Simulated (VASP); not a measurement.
# Mg (Pm-3m) in VASP: single point with LDA

Aim: the single point of Mg with LDA.

Everything below comes from runs of VASP 6.6.1. Logs are shortened: lines on timing, memory, paths and dates and some standing lists are left out, and cuts for length are marked.

## Step 1: The cell of the first run

It takes space group Pm-3m (No. 221, cubic). The conventional cell has a = 3.965 Å, b = 3.965 Å, c = 3.965 Å, α = 90.00°, β = 90.00°, γ = 90.00°. Within 5.2 Å of Mg (site symmetry m-3m) lie 6 Mg at 3.96 Å.

## Step 2: Single point, LDA

Input file INCAR:

```
PREC = Accurate
ENCUT = 520
EDIFF = 1E-6
ISMEAR = 0
SIGMA = 0.05
LREAL = False
LASPH = True
NELM = 60
ALGO = Normal
ISIF = 2
LWAVE = False
LCHARG = True
LELF = True
LVHAR = True
NBANDS = 7
```

Input file KPOINTS:

```
Automatic mesh
0
Gamma
  6 6 6
```

Input file POSCAR:

```
Mg
1.0
    3.9650000000      0.0000000000      0.0000000000
    0.0000000000      3.9650000000      0.0000000000
    0.0000000000      0.0000000000      3.9650000000
Mg
1
Direct
    0.0000000000      0.0000000000      0.0000000000
```

Potentials or basis: VASP PAW LDA potentials, release 64 (Mg).

Launch:

```
> cat potpaw_LDA.64/Mg/POTCAR > POTCAR
> mpirun -np 1 vasp_std > vasp.out
```

OUTCAR:

```text
PREC = Accurate
   ENCUT = 520
   EDIFF = 1E-6
   ISMEAR = 0
   LREAL = False
   LASPH = True
   NELM = 60
   ISIF = 2

 ion  position               nearest neighbor table
   1  0.000  0.000  0.000-

  LATTYP: Found a simple cubic cell.
 ALAT       =     3.9650000000

  Lattice vectors:

 A1 = (   3.9650000000,   0.0000000000,   0.0000000000)
 A2 = (   0.0000000000,   3.9650000000,   0.0000000000)
 A3 = (   0.0000000000,   0.0000000000,   3.9650000000)

Analysis of symmetry for initial positions (statically):
=====================================================================
 Subroutine PRICEL returns:
 Original cell was already a primitive cell.

 Routine SETGRP: Setting up the symmetry group for a
 simple cubic supercell.

 Subroutine GETGRP returns: Found 48 space group operations
 (whereof 48 operations were pure point group operations)
 out of a pool of 48 trial point group operations.

The static configuration has the point symmetry O_h .

Analysis of symmetry for dynamics (positions and initial velocities):
=====================================================================
 Subroutine PRICEL returns:
 Original cell was already a primitive cell.

 Routine SETGRP: Setting up the symmetry group for a
 simple cubic supercell.

 Subroutine GETGRP returns: Found 48 space group operations
 (whereof 48 operations were pure point group operations)
 out of a pool of 48 trial point group operations.

The dynamic configuration has the point symmetry O_h .

 Subroutine INISYM returns: Found 48 space group operations
 (whereof 48 operations are pure point group operations),
 and found     1 'primitive' translations

----------------------------------------------------------------------------------------

                                     Primitive cell

  volume of cell :      62.3347

  direct lattice vectors                    reciprocal lattice vectors
     3.965000000  0.000000000  0.000000000     0.252206810  0.000000000  0.000000000
     0.000000000  3.965000000  0.000000000     0.000000000  0.252206810  0.000000000
     0.000000000  0.000000000  3.965000000     0.000000000  0.000000000  0.252206810

  length of vectors
     3.965000000  3.965000000  3.965000000     0.252206810  0.252206810  0.252206810

  position of ions in fractional coordinates (direct lattice)
     0.000000000  0.000000000  0.000000000

  ion indices of the primitive-cell ions
   primitive index   ion index
                 1           1

----------------------------------------------------------------------------------------

 KPOINTS: Automatic mesh

Automatic generation of k-mesh.
 Grid dimensions read from file:
 generate k-points for:    6    6    6

 Generating k-lattice:

  Cartesian coordinates                     Fractional coordinates (reciprocal lattice)
     0.042034468  0.000000000  0.000000000     0.166666667  0.000000000  0.000000000
     0.000000000  0.042034468  0.000000000     0.000000000  0.166666667  0.000000000
     0.000000000  0.000000000  0.042034468     0.000000000  0.000000000  0.166666667

  Length of vectors
     0.042034468  0.042034468  0.042034468

  Shift w.r.t. Gamma in fractional coordinates (k-lattice)
     0.000000000  0.000000000  0.000000000

 Subroutine IBZKPT returns following result:
 ===========================================

 Found     20 irreducible k-points:

 Following reciprocal coordinates:
            Coordinates               Weight
  0.000000  0.000000  0.000000      1.000000
  0.166667  0.000000  0.000000      6.000000
  0.333333  0.000000  0.000000      6.000000
  0.500000  0.000000  0.000000      3.000000
  0.166667  0.166667  0.000000     12.000000
  0.333333  0.166667  0.000000     24.000000
  0.500000  0.166667  0.000000     12.000000
  0.333333  0.333333  0.000000     12.000000
  0.500000  0.333333  0.000000     12.000000
  0.500000  0.500000  0.000000      3.000000
  0.166667  0.166667  0.166667      8.000000
  0.333333  0.166667  0.166667     24.000000
  0.500000  0.166667  0.166667     12.000000
  0.333333  0.333333  0.166667     24.000000
  0.500000  0.333333  0.166667     24.000000
  0.500000  0.500000  0.166667      6.000000
  0.333333  0.333333  0.333333      8.000000
  0.500000  0.333333  0.333333     12.000000
  0.500000  0.500000  0.333333      6.000000
  0.500000  0.500000  0.500000      1.000000
   k-points           NKPTS =     20   k-points in BZ     NKDIM =     20   number of bands    NBANDS=      7
   number of dos      NEDOS =    301   number of ions     NIONS =      1
   total plane-waves  NPLWV =  27000
   dimension x,y,z NGX =    30 NGY =   30 NGZ =   30
   dimension x,y,z NGXF=    60 NGYF=   60 NGZF=   60
   ions per type =               1
   NGX,Y,Z   is equivalent  to a cutoff of  12.58, 12.58, 12.58 a.u.
   NGXF,Y,Z  is equivalent  to a cutoff of  25.16, 25.16, 25.16 a.u.
 SYSTEM =  unknown system
   PREC   = accura    normal or accurate (medium, high low for compatibility)
   ISTART =      0    job   : 0-new  1-cont  2-samecut
   ICHARG =      2    charge: 1-file 2-atom 10-const
   ISPIN  =      1    spin polarized calculation?
   LNONCOLLINEAR =      F non collinear calculations
   LSORBIT =      F    spin-orbit coupling
   LASPH  =      T    aspherical Exc in radial PAW
   ENCUT  =  520.0 eV  38.22 Ry    6.18 a.u.   7.37  7.37  7.37*2*pi/ulx,y,z
   NELM   =     60;   NELMIN=  2; NELMDL= -5     # of ELM steps
   EDIFF  = 0.1E-05   stopping-criterion for ELM
   LREAL  =      F    real-space projection
   EDIFFG = 0.1E-04   stopping-criterion for IOM
   NSW    =      0    number of steps for IOM
   IBRION =     -1    ionic relax: 0-MD 1-quasi-New 2-CG
   NFREE  =      0    steps in history (QN), initial steepest desc. (CG)
   ISIF   =      2    stress and relaxation
   ISYM   =      2    0-nonsym 1-usesym 2-fastsym
   POTIM  = 0.5000    time-step for ionic-motion
   TEBEG  =    0.0;   TEEND  =   0.0 temperature during run
   PSTRESS=    0.0 pullay stress
   NELECT =       2.0000    total number of electrons
   NUPDOWN=      -1.0000    fix difference up-down
   EMIN   =  10.00;   EMAX   =-10.00  energy-range for DOS
   EFERMI =   0.00;   METHOD = LEGACY
   ISMEAR =     0;   SIGMA  =   0.05  broadening in eV -4-tet -1-fermi 0-gaus
   EFERMI_NEDOS =   21; number of points for ismear=-14 and -15
   IALGO  =     38    algorithm
   IMIX   =      4    mixing-type and parameters
     AMIX     =   0.40;   BMIX     =  1.00
     AMIX_MAG =   1.60;   BMIX_MAG =  1.00
  volume/ion in A,a.u.               =      62.33       420.66
  Fermi-wavevector in a.u.,A,eV,Ry     =   0.520206  0.983046  3.681924  0.270614
  Thomas-Fermi vector in A             =   1.537947
   LORBIT       =      0    0 simple, 1 ext, 2 COOP (PROOUT), +10 PAW based schemes
   GGA     = CA    functional components
   LHFCALC =     F    Hartree Fock is set to
   AEXX    =    0.0000 exact exchange contribution
   IVDW    =     0    specifies the selected vdW correction
   LEPSILON=     F    determine dielectric tensor
   LRPA    =     F    only Hartree local field effects (RPA)
 non-spin polarized calculation
 Gauss-broadening in eV      SIGMA  =   0.05
  energy-cutoff  :      520.00
  volume of cell :       62.33
 maximum number of plane-waves:      1743
 NGX is ok and might be reduce to    30
   NGX = 15   NGY = 15   NGZ = 15

 number of electron       2.0000000 magnetization

 Free energy of the ion-electron system (eV)
  ---------------------------------------------------
  ext. energy  EPLUGINS =         0.00000000
  ---------------------------------------------------
  free energy    TOTEN  =        -0.59753592 eV

  energy without entropy =       -0.59541320  energy(sigma->0) =       -0.59647456

 E-fermi :  -1.1071     XC(G=0):  -5.8102

 val. band max:       -1.1247332696   @ k =   0.5000   0.3333   0.3333
 cond. band min:      -1.0850239829   @ k =   0.5000   0.5000   0.1667
 fundamental gap:      0.0397092867
 Fermi energy:        -1.1070731552

 k-point     1 :       0.0000    0.0000    0.0000
  band No.  band energies     occupation
      1      -4.7407      2.00000
      2       4.1435      0.00000
      3       4.1435      0.00000
      4       4.1435      0.00000
      5       4.8620      0.00000
      6       4.8620      0.00000
      7       6.2338      0.00000

 k-point     2 :       0.1667    0.0000    0.0000
  band No.  band energies     occupation
      1      -4.4930      2.00000
      2       1.8913      0.00000
      3       4.3551      0.00000
      4       4.3551      0.00000
      5       5.0819      0.00000
      6       5.9636      0.00000
      7       8.0241      0.00000

 k-point     3 :       0.3333    0.0000    0.0000
  band No.  band energies     occupation
      1      -3.7858      2.00000
      2      -0.2873      0.00000
      3       4.9317      0.00000
      4       4.9317      0.00000
      5       5.6694      0.00000
      6       6.8025      0.00000
      7       8.6923      0.00000

 k-point     4 :       0.5000    0.0000    0.0000
  band No.  band energies     occupation
      1      -3.0795      2.00000
      2      -1.4908      2.00000
      3       5.4113      0.00000
      4       5.4113      0.00000
      5       6.1321      0.00000
      6       7.7349      0.00000
      7       7.7349      0.00000

 k-point     5 :       0.1667    0.1667    0.0000
  band No.  band energies     occupation
      1      -4.2453      2.00000
      2       1.9924      0.00000
      3       2.2692      0.00000
      4       4.5655      0.00000
      5       5.7419      0.00000
      6       7.9483      0.00000
      7       8.0722      0.00000

 k-point     6 :       0.3333    0.1667    0.0000
  band No.  band energies     occupation
      1      -3.5377      2.00000
      2      -0.0534      0.00000
      3       2.7825      0.00000
      4       5.1376      0.00000
      5       6.1108      0.00000
      6       6.7489      0.00000
      7       8.8232      0.00000

 k-point     7 :       0.5000    0.1667    0.0000
  band No.  band energies     occupation
      1      -2.8287      2.00000
      2      -1.2566      1.99998
      3       3.3650      0.00000
      4       5.2595      0.00000
      5       5.6111      0.00000
      6       7.2040      0.00000
      7       7.9564      0.00000

 k-point     8 :       0.3333    0.3333    0.0000
  band No.  band energies     occupation
      1      -2.8273      2.00000
      2       0.5010      0.00000
      3       0.7341      0.00000
      4       4.1883      0.00000
      5       5.6948      0.00000
      6       7.3159      0.00000
      7       9.4273      0.00000

 k-point     9 :       0.5000    0.3333    0.0000
  band No.  band energies     occupation
      1      -2.1061      2.00000
      2      -0.6000      0.00000
      3       1.2423      0.00000
      4       3.0817      0.00000
      5       6.1485      0.00000
      6       8.0529      0.00000
      7       8.5514      0.00000

 k-point    10 :       0.5000    0.5000    0.0000
  band No.  band energies     occupation
      1      -1.3435      2.00000
      2       0.0015      0.00000
      3       0.0015      0.00000
      4       1.9695      0.00000
      5       6.5793      0.00000
      6       8.8300      0.00000
      7       9.0263      0.00000

 k-point    11 :       0.1667    0.1667    0.1667
  band No.  band energies     occupation
      1      -3.9976      2.00000
      2       2.2127      0.00000
      3       2.2127      0.00000
      4       2.7011      0.00000
      5       8.0284      0.00000
      6       8.1549      0.00000
      7       8.1549      0.00000

 k-point    12 :       0.3333    0.1667    0.1667
  band No.  band energies     occupation
      1      -3.2896      2.00000
      2       0.1794      0.00000
      3       2.8147      0.00000
      4       3.2518      0.00000
      5       6.4873      0.00000
      6       6.6871      0.00000
      7       8.7023      0.00000

 k-point    13 :       0.5000    0.1667    0.1667
  band No.  band energies     occupation
      1      -2.5778      2.00000
      2      -1.0232      0.01768
      3       3.3199      0.00000
      4       3.9590      0.00000
      5       5.3396      0.00000
      6       5.6822      0.00000
      7       9.1208      0.00000

 k-point    14 :       0.3333    0.3333    0.1667
  band No.  band energies     occupation
      1      -2.5787      2.00000
      2       0.7242      0.00000
      3       0.9691      0.00000
      4       3.6730      0.00000
      5       4.4890      0.00000
      6       7.1935      0.00000
      7       7.2762      0.00000

 k-point    15 :       0.5000    0.3333    0.1667
  band No.  band energies     occupation
      1      -1.8542      2.00000
      2      -0.3697      0.00000
      3       1.4634      0.00000
      4       3.3204      0.00000
      5       4.3178      0.00000
      6       6.1795      0.00000
      7       7.7949      0.00000

 k-point    16 :       0.5000    0.5000    0.1667
  band No.  band energies     occupation
      1      -1.0850      0.53286
      2       0.2256      0.00000
      3       0.2256      0.00000
      4       2.2168      0.00000
      5       4.8762      0.00000
      6       6.7701      0.00000
      7       6.7701      0.00000

 k-point    17 :       0.3333    0.3333    0.3333
  band No.  band energies     occupation
      1      -1.8648      2.00000
      2       1.3379      0.00000
      3       1.3379      0.00000
      4       1.8916      0.00000
      5       5.0393      0.00000
      6       5.1650      0.00000
      7       5.1650      0.00000

 k-point    18 :       0.5000    0.3333    0.3333
  band No.  band energies     occupation
      1      -1.1247      1.38258
      2       0.2713      0.00000
      3       1.8627      0.00000
      4       2.4490      0.00000
      5       3.8820      0.00000
      6       4.1368      0.00000
      7       5.7277      0.00000

 k-point    19 :       0.5000    0.5000    0.3333
  band No.  band energies     occupation
      1      -0.3250      0.00000
      2       0.8430      0.00000
      3       0.8430      0.00000
      4       2.7849      0.00000
      5       2.9221      0.00000
      6       4.6524      0.00000
      7       4.6524      0.00000

 k-point    20 :       0.5000    0.5000    0.5000
  band No.  band energies     occupation
      1       0.6254      0.00000
      2       1.3745      0.00000
      3       1.3745      0.00000
      4       1.3745      0.00000
      5       3.6168      0.00000
      6       3.6168      0.00000
      7       3.6168      0.00000

------------------------ aborting loop because EDIFF is reached ----------------------------------------

  FORCE on cell =-STRESS in cart. coord.  units (eV):
  Direction    XX          YY          ZZ          XY          YZ          ZX
  --------------------------------------------------------------------------------------
  -------------------------------------------------------------------------------------
  Total       -1.0587354     -1.0587354     -1.0587354      0.0000000      0.0000000     -0.0000000
  in kB      -27.2125003    -27.2125003    -27.2125003      0.0000000      0.0000000     -0.0000000
  external PRESSURE =     -27.2125003 kB  Pullay stress =       0.0000000 kB

 VOLUME and BASIS-vectors are now :
 -----------------------------------------------------------------------------
  energy-cutoff  :      520.00
  volume of cell :       62.33
      direct lattice vectors                 reciprocal lattice vectors
     3.965000000  0.000000000  0.000000000     0.252206810  0.000000000  0.000000000
     0.000000000  3.965000000  0.000000000     0.000000000  0.252206810  0.000000000
     0.000000000  0.000000000  3.965000000     0.000000000  0.000000000  0.252206810

 POSITION                                       TOTAL-FORCE (eV/Angst)
 -----------------------------------------------------------------------------------
      0.00000      0.00000      0.00000         0.000000      0.000000      0.000000
 -----------------------------------------------------------------------------------
    total drift:                               -0.000000     -0.000000     -0.000000

  FREE ENERGIE OF THE ION-ELECTRON SYSTEM (eV)
  ---------------------------------------------------
  free  energy   TOTEN  =        -0.5975359199 eV

  energy  without entropy=       -0.5954131980  energy(sigma->0) =       -0.59647456
```

Run time: 4.3 s. Hardware: 1 thread of AMD EPYC 7R13 (Zen 3), shared host; peak memory 0.11 GiB.

What came out:

* Free energy: -0.5975 eV
* Pressure: -2.7 GPa
* Band gap on the k mesh: zero (band 1 reaches 0.63 eV, above the bottom of band 2 at -1.49 eV)
